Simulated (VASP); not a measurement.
# SnSe (R-3m) in VASP: notebook

SnSe is run at these levels: PBE; tasks: electric field gradients.

Program: VASP 6.6.1. These are calculated values, not measurements. Logs are shortened: lines on timing, memory, paths and dates and some standing lists are left out, and cuts for length are marked.

## 1. The cell of the first run

The structure is trigonal, space group R-3m (No. 166). Conventional cell: a = 4.235 Å, b = 4.235 Å, c = 10.531 Å, α = 90.00°, β = 90.00°, γ = 120.00°. Sn (site symmetry -3m) has 6 Se at 3.01 Å within 4.0 Å. Se (site symmetry -3m) has 6 Sn at 3.01 Å within 4.0 Å.

## 2. Electric field gradients, PBE (equal xy, yz and zx shear strains of +1 %)

The input, INCAR:

```
SYSTEM = SnSe
PREC = Accurate
ENCUT = 400
EDIFF = 1E-8
ISMEAR = -1
SIGMA = 0.02
LREAL = .FALSE.
LASPH = .TRUE.
NELM = 120
ALGO = Normal
ISIF = 2
LWAVE = .FALSE.
LCHARG = .FALSE.
GGA = PE
LEFG = .TRUE.
NBANDS = 17
GGA_COMPAT = .FALSE.
```

The input, KPOINTS:

```
Automatic mesh
0
G
  9 9 9
  0 0 0
```

The input, POSCAR:

```
SnSe
1.0
    0.0301000000      3.0250500000      3.0250500000
    3.0250500000      0.0301000000      3.0250500000
    3.0250500000      3.0250500000      0.0301000000
Sn Se
1 1
Direct
    0.0000000000      0.0000000000      0.0000000000
    0.5000000000      0.5000000000      0.5000000000
```

Potentials or basis: VASP PAW PBE potentials, release 64 (Sn_d, Se).

Command:

```sh
$ cat potpaw_PBE.64/Sn_d/POTCAR potpaw_PBE.64/Se/POTCAR > POTCAR
$ mpirun -np 1 vasp_std > vasp.out
```

OUTCAR:

```text
SYSTEM = SnSe
   PREC = Accurate
   ENCUT = 400
   EDIFF = 1E-8
   ISMEAR = -1
   LREAL = .FALSE.
   LASPH = .TRUE.
   NELM = 120
   ISIF = 2
   GGA = PE

 ion  position               nearest neighbor table
   1  0.000  0.000  0.000-   2 3.01   2 3.01   2 3.01   2 3.01   2 3.01   2 3.01
   2  0.500  0.500  0.500-   1 3.01   1 3.01   1 3.01   1 3.01   1 3.01   1 3.01

  LATTYP: Found a trigonal (rhomboedric) cell.
 ALAT       =     4.2781726257
 COS(alpha) =     0.5099250056

  Lattice vectors:

 A1 = (   0.0301000000,   3.0250500000,   3.0250500000)
 A2 = (   3.0250500000,   0.0301000000,   3.0250500000)
 A3 = (   3.0250500000,   3.0250500000,   0.0301000000)

Analysis of symmetry for initial positions (statically):
=====================================================================
 Subroutine PRICEL returns:
 Original cell was already a primitive cell.

 Routine SETGRP: Setting up the symmetry group for a
 trigonal (rhombohedral) supercell.

 Subroutine GETGRP returns: Found 12 space group operations
 (whereof 12 operations were pure point group operations)
 out of a pool of 12 trial point group operations.

The static configuration has the point symmetry D_3d.

Analysis of symmetry for dynamics (positions and initial velocities):
=====================================================================
 Subroutine PRICEL returns:
 Original cell was already a primitive cell.

 Routine SETGRP: Setting up the symmetry group for a
 trigonal (rhombohedral) supercell.

 Subroutine GETGRP returns: Found 12 space group operations
 (whereof 12 operations were pure point group operations)
 out of a pool of 12 trial point group operations.

The dynamic configuration has the point symmetry D_3d.

 Subroutine INISYM returns: Found 12 space group operations
 (whereof 12 operations are pure point group operations),
 and found     1 'primitive' translations

----------------------------------------------------------------------------------------

                                     Primitive cell

  volume of cell :      54.5377

  direct lattice vectors                    reciprocal lattice vectors
     0.030100000  3.025050000  3.025050000    -0.167774169  0.166121222  0.166121222
     3.025050000  0.030100000  3.025050000     0.166121222 -0.167774169  0.166121222
     3.025050000  3.025050000  0.030100000     0.166121222  0.166121222 -0.167774169

  length of vectors
     4.278172626  4.278172626  4.278172626     0.288687880  0.288687880  0.288687880

  position of ions in fractional coordinates (direct lattice)
     0.000000000  0.000000000  0.000000000
     0.500000000  0.500000000  0.500000000

  ion indices of the primitive-cell ions
   primitive index   ion index
                 1           1
                 2           2

----------------------------------------------------------------------------------------

 KPOINTS: Automatic mesh

Automatic generation of k-mesh.
 Grid dimensions read from file:
 generate k-points for:    9    9    9

 Generating k-lattice:

  Cartesian coordinates                     Fractional coordinates (reciprocal lattice)
    -0.018641574  0.018457914  0.018457914     0.111111111 -0.000000000 -0.000000000
     0.018457914 -0.018641574  0.018457914    -0.000000000  0.111111111 -0.000000000
     0.018457914  0.018457914 -0.018641574    -0.000000000 -0.000000000  0.111111111

  Length of vectors
     0.032076431  0.032076431  0.032076431

  Shift w.r.t. Gamma in fractional coordinates (k-lattice)
     0.000000000  0.000000000  0.000000000

 Subroutine IBZKPT returns following result:
 ===========================================

 Found     85 irreducible k-points:

 Following reciprocal coordinates:
            Coordinates               Weight
  0.000000  0.000000  0.000000      1.000000
  0.111111 -0.000000 -0.000000      6.000000
  0.222222  0.000000  0.000000      6.000000
  0.333333 -0.000000 -0.000000      6.000000
  0.444444  0.000000  0.000000      6.000000
  0.111111  0.111111 -0.000000      6.000000
[... 16 lines left out ...]
 -0.333333  0.333333  0.000000      6.000000
  0.444444  0.444444  0.000000      6.000000
 [... further k-points ...]
   k-points           NKPTS =     85   k-points in BZ     NKDIM =     85   number of bands    NBANDS=     17
   number of dos      NEDOS =    301   number of ions     NIONS =      2
   total plane-waves  NPLWV =  21952
   dimension x,y,z NGX =    28 NGY =   28 NGZ =   28
   dimension x,y,z NGXF=    56 NGYF=   56 NGZF=   56
   ions per type =               1   1
   NGX,Y,Z   is equivalent  to a cutoff of  10.88, 10.88, 10.88 a.u.
   NGXF,Y,Z  is equivalent  to a cutoff of  21.76, 21.76, 21.76 a.u.
 SYSTEM =  SnSe
   PREC   = accura    normal or accurate (medium, high low for compatibility)
   ISTART =      0    job   : 0-new  1-cont  2-samecut
   ICHARG =      2    charge: 1-file 2-atom 10-const
   ISPIN  =      1    spin polarized calculation?
   LNONCOLLINEAR =      F non collinear calculations
   LSORBIT =      F    spin-orbit coupling
   LASPH  =      T    aspherical Exc in radial PAW
   ENCUT  =  400.0 eV  29.40 Ry    5.42 a.u.   6.98  6.98  6.98*2*pi/ulx,y,z
   NELM   =    120;   NELMIN=  2; NELMDL= -5     # of ELM steps
   EDIFF  = 0.1E-07   stopping-criterion for ELM
   LREAL  =      F    real-space projection
   EDIFFG = 0.1E-06   stopping-criterion for IOM
   NSW    =      0    number of steps for IOM
   IBRION =     -1    ionic relax: 0-MD 1-quasi-New 2-CG
   NFREE  =      0    steps in history (QN), initial steepest desc. (CG)
   ISIF   =      2    stress and relaxation
   ISYM   =      2    0-nonsym 1-usesym 2-fastsym
   POTIM  = 0.5000    time-step for ionic-motion
   TEBEG  =    0.0;   TEEND  =   0.0 temperature during run
   PSTRESS=    0.0 pullay stress
   NELECT =      20.0000    total number of electrons
   NUPDOWN=      -1.0000    fix difference up-down
   EMIN   =  10.00;   EMAX   =-10.00  energy-range for DOS
   EFERMI =   0.00;   METHOD = LEGACY
   ISMEAR =    -1;   SIGMA  =   0.02  broadening in eV -4-tet -1-fermi 0-gaus
   EFERMI_NEDOS =   21; number of points for ismear=-14 and -15
   IALGO  =     38    algorithm
   IMIX   =      4    mixing-type and parameters
     AMIX     =   0.40;   BMIX     =  1.00
     AMIX_MAG =   1.60;   BMIX_MAG =  1.00
  volume/ion in A,a.u.               =      27.27       184.02
  Fermi-wavevector in a.u.,A,eV,Ry     =   1.171797  2.214376 18.682281  1.373109
  Thomas-Fermi vector in A             =   2.308236
   LORBIT       =      0    0 simple, 1 ext, 2 COOP (PROOUT), +10 PAW based schemes
   GGA     = PE    functional components
   LHFCALC =     F    Hartree Fock is set to
   AEXX    =    0.0000 exact exchange contribution
   IVDW    =     0    specifies the selected vdW correction
   LEPSILON=     F    determine dielectric tensor
   LRPA    =     F    only Hartree local field effects (RPA)
 non-spin polarized calculation
  energy-cutoff  :      400.00
  volume of cell :       54.54
 maximum number of plane-waves:      1008
   NGX = 13   NGY = 13   NGZ = 13

 number of electron      19.9999998 magnetization

 Free energy of the ion-electron system (eV)
  ---------------------------------------------------
  ext. energy  EPLUGINS =         0.00000000
  ---------------------------------------------------
  free energy    TOTEN  =        -8.21293652 eV

  energy without entropy =       -8.21293649  energy(sigma->0) =       -8.21293650

 E-fermi :   5.8271     XC(G=0):  -9.5979

 val. band max:        5.5691894520   @ k =   0.4444   0.3333   0.3333
 cond. band min:       6.0951098060   @ k =  -0.3333   0.1111   0.0000
 fundamental gap:      0.5259203540
 Fermi energy:         5.8271159167

 k-point     1 :       0.0000    0.0000    0.0000
  band No.  band energies     occupation
      1     -16.0161      2.00000
      2     -16.0161      2.00000
      3     -16.0147      2.00000
      4     -16.0124      2.00000
      5     -16.0124      2.00000
      6      -8.2735      2.00000
[... 9 lines left out ...]
     16      11.5239      0.00000
     17      13.7476      0.00000

 k-point     2 :       0.1111   -0.0000   -0.0000
  band No.  band energies     occupation
      1     -16.0162      2.00000
      2     -16.0145      2.00000
      3     -16.0141      2.00000
      4     -16.0133      2.00000
      5     -16.0121      2.00000
      6      -8.1862      2.00000
[... 9 lines left out ...]
     16      11.8272      0.00000
     17      14.5876      0.00000

 k-point     3 :       0.2222    0.0000    0.0000
  band No.  band energies     occupation
      1     -16.0176      2.00000
      2     -16.0156      2.00000
      3     -16.0140      2.00000
      4     -16.0104      2.00000
      5     -16.0087      2.00000
      6      -7.9449      2.00000
[... 9 lines left out ...]
     16      12.6133      0.00000
     17      16.3999      0.00000

 k-point     4 :       0.3333   -0.0000   -0.0000
  band No.  band energies     occupation
      1     -16.0201      2.00000
      2     -16.0182      2.00000
      3     -16.0135      2.00000
      4     -16.0058      2.00000
      5     -16.0045      2.00000
      6      -7.6230      2.00000
[... 9 lines left out ...]
     16      13.8258      0.00000
     17      17.4610      0.00000
[... 343 lines left out ...]
      1     -16.0339      2.00000
      2     -16.0164      2.00000
      3     -16.0101      2.00000
      4     -16.0023      2.00000
      5     -15.9992      2.00000
      6      -7.0917      2.00000
[... 9 lines left out ...]
     16      15.9833      0.00000
     17      17.8337      0.00000

 k-point    23 :      -0.3333    0.3333    0.0000
  band No.  band energies     occupation
      1     -16.0293      2.00000
      2     -16.0134      2.00000
      3     -16.0112      2.00000
      4     -16.0057      2.00000
      5     -16.0013      2.00000
      6      -7.1117      2.00000
[... 9 lines left out ...]
     16      14.6511      0.00000
     17      17.1576      0.00000

 k-point    24 :       0.4444    0.4444    0.0000
  band No.  band energies     occupation
      1     -16.0400      2.00000
      2     -16.0216      2.00000
      3     -16.0056      2.00000
      4     -15.9988      2.00000
      5     -15.9977      2.00000
      6      -7.1099      2.00000
[... 9 lines left out ...]
     16      17.2430      0.00000
     17      18.0994      0.00000

 [... further k-points ...]

------------------------ aborting loop because EDIFF is reached ----------------------------------------

  FORCE on cell =-STRESS in cart. coord.  units (eV):
  Direction    XX          YY          ZZ          XY          YZ          ZX
  --------------------------------------------------------------------------------------
  -------------------------------------------------------------------------------------
  Total        0.3434731      0.3434731      0.3434731     -0.0638167     -0.0638167     -0.0638167
  in kB       10.0903524     10.0903524     10.0903524     -1.8747708     -1.8747708     -1.8747708
  external PRESSURE =      10.0903524 kB  Pullay stress =       0.0000000 kB

 VOLUME and BASIS-vectors are now :
 -----------------------------------------------------------------------------
  energy-cutoff  :      400.00
  volume of cell :       54.54
      direct lattice vectors                 reciprocal lattice vectors
     0.030100000  3.025050000  3.025050000    -0.167774169  0.166121222  0.166121222
     3.025050000  0.030100000  3.025050000     0.166121222 -0.167774169  0.166121222
     3.025050000  3.025050000  0.030100000     0.166121222  0.166121222 -0.167774169

 POSITION                                       TOTAL-FORCE (eV/Angst)
 -----------------------------------------------------------------------------------
      0.00000      0.00000      0.00000        -0.000000     -0.000000     -0.000000
      3.04010      3.04010      3.04010         0.000000      0.000000      0.000000
 -----------------------------------------------------------------------------------
    total drift:                               -0.000000      0.000000      0.000000

  FREE ENERGIE OF THE ION-ELECTRON SYSTEM (eV)
  ---------------------------------------------------
  free  energy   TOTEN  =        -8.2129365192 eV

  energy  without entropy=       -8.2129364899  energy(sigma->0) =       -8.21293650

 Electric field gradients (V/A^2)
---------------------------------------------------------------------
 ion       V_xx      V_yy      V_zz      V_xy      V_xz      V_yz
---------------------------------------------------------------------
   1      -0.000     0.000     0.000    -0.093    -0.093    -0.093
   2      -0.000     0.000    -0.000     3.341     3.341     3.341
---------------------------------------------------------------------

 Electric field gradients after diagonalization (V/A^2)
 (convention: |V_zz| > |V_xx| > |V_yy|)
----------------------------------------------------------------------
 ion       V_xx      V_yy      V_zz     asymmetry (V_yy - V_xx)/ V_zz
----------------------------------------------------------------------
   1       0.093     0.093    -0.185       0.000
   2      -3.341    -3.341     6.682       0.000
----------------------------------------------------------------------

           NMR quadrupolar parameters

 Cq : quadrupolar parameter    Cq=e*Q*V_zz/h
 eta: asymmetry parameters     (V_yy - V_xx)/ V_zz
 Q  : nuclear electric quadrupole moment in mb (millibarn)
----------------------------------------------------------------------
 ion       Cq(MHz)       eta       Q (mb)
----------------------------------------------------------------------
   1      -0.000       0.000       1.000
   2       0.016       0.000       1.000
----------------------------------------------------------------------
```

Run time: 88 s. Hardware: 1 thread of AMD EPYC 7R43 (Zen 3), shared host; peak memory 0.15 GiB.

Results:

| Quantity | Value |
| --- | --- |
| Free energy | -8.2129 eV |
| Pressure | 1.0 GPa |
| Band gap on the k mesh | 0.53 eV, indirect (least direct gap 0.61 eV) |

Levels at points of the mesh, in eV from the valence-band top:
```csv
k point,band 7,band 8,band 9,band 10,band 11,band 12,band 13,band 14
"(0.00, 0.00, 0.00)",-5.05,-2.25,-2.12,-2.12,4.33,4.33,4.36,5.76
```

Electric field gradients, principal values (V/Å²):
| atom | least | middle | greatest (by size) |
| --- | --- | --- | --- |
| 1 Sn | 0.093 | 0.093 | -0.185 |
| 2 Se | -3.341 | -3.341 | 6.682 |

Caveat: the cell differs from its parent crystal (equal xy, yz and zx shear strains of +1 %); without QUAD_EFG the Cq values of the log hold for a quadrupole moment of 1 mb, not for the nuclei; spin-orbit coupling is left out, which moves the levels of the heavy elements. A k mesh can miss the band edges.

[end of part 1 of 2]
